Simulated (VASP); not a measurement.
Input of a VASP 6.6.1 run:

Contents of INCAR:

```
PREC = Accurate
ENCUT = 400
EDIFF = 1E-6
ISMEAR = -1
SIGMA = 0.05
LREAL = Auto
LASPH = True
NELM = 200
ALGO = Normal
ISIF = 2
LWAVE = False
LCHARG = False
ISPIN = 2
MAGMOM = 0 0 0 0.111 0 0 0 0 0 0 0 0 0 0.111 0 0 0 0 0 0 0 0 0.111 0 0.111 0 0 0 0 0 0 0 0.111 0 0 0 0 0 0 0 0.111 0 0.111 0 0 0 0 0 0 0 0 0.111 0 0 0 0 0 0 0 0 0 0.111 0 0 0
LORBIT = 11
NUPDOWN = 1.0
GGA = PS
NBANDS = 173
NELECT = 261.0
ISYM = -1
GGA_COMPAT = False
```

KPOINTS

```
explicit points
1
Reciprocal
  0.25000000   0.25000000   0.25000000 1
```

Contents of POSCAR:

```
Mg32S33
1.0
   10.3639610000      0.0000000000      0.0000000000
    0.0000000000     10.3639610000      0.0000000000
    0.0000000000      0.0000000000     10.3639610000
S Mg
33 32
Direct
    0.2519780000      0.9981570000      0.9980440000
    0.2519990000      0.9981140000      0.4979110000
    0.2520820000      0.4980860000      0.9981000000
    0.1931520000      0.5631530000      0.5354060000
    0.7519950000      0.9981790000      0.9979840000
    0.7519680000      0.9981890000      0.4979870000
    0.7520130000      0.4982090000      0.9980190000
    0.7520770000      0.4982420000      0.4979400000
    0.0023290000      0.2480550000      0.9992380000
    0.0012490000      0.2488860000      0.4989150000
    0.0020820000      0.7486230000      0.0009080000
    0.9964990000      0.7539310000      0.5010740000
    0.5018370000      0.2478160000      0.9950420000
    0.5078160000      0.2421060000      0.4948360000
    0.5017040000      0.7482600000      0.9968070000
    0.5022510000      0.7477970000      0.4971000000
    0.0041850000      0.9978110000      0.2497950000
    0.0016190000      0.0002460000      0.7489360000
    0.0069740000      0.4977440000      0.2521760000
    0.9946040000      0.4985180000      0.7562080000
    0.5023630000      0.9961400000      0.2469300000
    0.4997530000      0.9985930000      0.7462810000
    0.5094770000      0.4979690000      0.2398930000
    0.4971790000      0.4986300000      0.7436830000
    0.2537730000      0.2429000000      0.2422620000
    0.2502510000      0.2512810000      0.7473850000
    0.2536290000      0.7449290000      0.2486310000
    0.2501790000      0.7533460000      0.7538310000
    0.7546130000      0.2477280000      0.2474540000
    0.7503790000      0.2488250000      0.7471110000
    0.7535450000      0.7475940000      0.2489920000
    0.7493720000      0.7486930000      0.7484160000
    0.3118860000      0.4318050000      0.4607090000
    0.0006620000      0.9982390000      0.9992650000
    0.9968280000      0.9977800000      0.4995490000
    0.9986100000      0.4983320000      0.0010580000
    0.9783930000      0.4915800000      0.4994190000
    0.5033210000      0.9981710000      0.9967550000
    0.5069470000      0.9985520000      0.4964170000
    0.5054850000      0.4980290000      0.9949870000
    0.5258330000      0.5057030000      0.4965560000
    0.2522720000      0.2464870000      0.9957820000
    0.2408610000      0.2222730000      0.5054650000
    0.2517240000      0.7497470000      0.0002430000
    0.2617900000      0.7737200000      0.4909640000
    0.7519330000      0.2476480000      0.9973670000
    0.7513270000      0.2440460000      0.4971170000
    0.7520010000      0.7487310000      0.9986400000
    0.7525190000      0.7524740000      0.4988750000
    0.2534350000      0.9955770000      0.2439700000
    0.2505890000      0.0005110000      0.7520910000
    0.2566740000      0.4977280000      0.2318560000
    0.2474540000      0.4985840000      0.7643960000
    0.7531720000      0.9976090000      0.2469360000
    0.7507350000      0.9988410000      0.7490500000
    0.7547500000      0.4975310000      0.2433050000
    0.7493850000      0.4988650000      0.7526970000
    0.0030260000      0.2470580000      0.2466670000
    0.9984980000      0.2496510000      0.7516450000
    0.0019720000      0.7482030000      0.2506250000
    0.9985050000      0.7497370000      0.7513480000
    0.5055100000      0.2466440000      0.2447630000
    0.5019320000      0.2481860000      0.7451580000
    0.5053300000      0.7468360000      0.2444580000
    0.5008670000      0.7493820000      0.7493620000
```

Potentials or basis: VASP PAW PBE potentials, release 64 (S, Mg).

Command:

```sh
$ cat potpaw_PBE.64/S/POTCAR potpaw_PBE.64/Mg/POTCAR > POTCAR
$ mpirun -np 1 vasp_std > vasp.out
```

Q: What does it give for the largest force?

A: 0.115 eV/Å.

Forces in eV/Å, atoms in the order of the input:
```
S    0.000 -0.001  0.000
S   -0.001 -0.005  0.003
S   -0.002  0.003 -0.002
S    0.060 -0.073 -0.039
S    0.000  0.000  0.000
S   -0.001  0.000  0.001
S    0.001  0.000  0.000
S   -0.002 -0.001  0.002
S   -0.003  0.003 -0.002
S    0.000 -0.006 -0.001
S   -0.003  0.000  0.001
S   -0.016  0.013  0.002
S    0.005 -0.001  0.002
S    0.011 -0.007  0.003
S    0.001  0.000  0.000
S    0.000  0.005  0.000
S   -0.001 -0.002  0.001
S   -0.001  0.002  0.000
S   -0.001 -0.003 -0.003
S   -0.004  0.001 -0.002
S    0.002 -0.002  0.002
S    0.002  0.002 -0.003
S    0.003 -0.001 -0.001
S   -0.002  0.004  0.008
S   -0.006 -0.010 -0.014
S    0.000 -0.001  0.001
S    0.001  0.003  0.004
S    0.004  0.011  0.013
S   -0.005  0.003  0.003
S    0.001 -0.001 -0.001
S    0.001  0.000 -0.002
S    0.004 -0.003 -0.001
S   -0.069  0.086  0.032
Mg   0.004  0.001  0.000
Mg  -0.002 -0.004  0.000
Mg  -0.001 -0.002 -0.003
Mg   0.005 -0.004 -0.001
Mg  -0.004 -0.002 -0.002
Mg   0.004  0.003  0.003
Mg  -0.002  0.002  0.002
Mg  -0.002 -0.007  0.003
Mg   0.000 -0.006  0.009
Mg   0.008  0.006 -0.002
Mg   0.001  0.005 -0.006
Mg   0.004 -0.007 -0.003
Mg   0.003 -0.001 -0.002
Mg   0.000 -0.003  0.003
Mg  -0.001 -0.001  0.003
Mg   0.007  0.004 -0.001
Mg   0.000  0.009 -0.007
Mg   0.001 -0.003  0.007
Mg   0.003 -0.009  0.008
Mg  -0.005  0.010 -0.007
Mg   0.004 -0.001  0.000
Mg   0.000  0.001 -0.002
Mg  -0.002  0.002 -0.001
Mg  -0.001  0.000  0.003
Mg   0.005 -0.005 -0.004
Mg   0.001  0.001 -0.001
Mg  -0.003  0.002  0.006
Mg   0.006 -0.002 -0.005
Mg  -0.007 -0.002 -0.003
Mg   0.001 -0.003 -0.002
Mg   0.000 -0.005 -0.003
Mg  -0.005  0.001  0.001
```

Caveat: the cell carries a net charge on a neutralising background, which shifts energy and pressure; the PAW data sets were made with another functional, which shifts forces and pressure a little; the total moment is fixed, so each spin has its own Fermi level and the state may be an excited one.
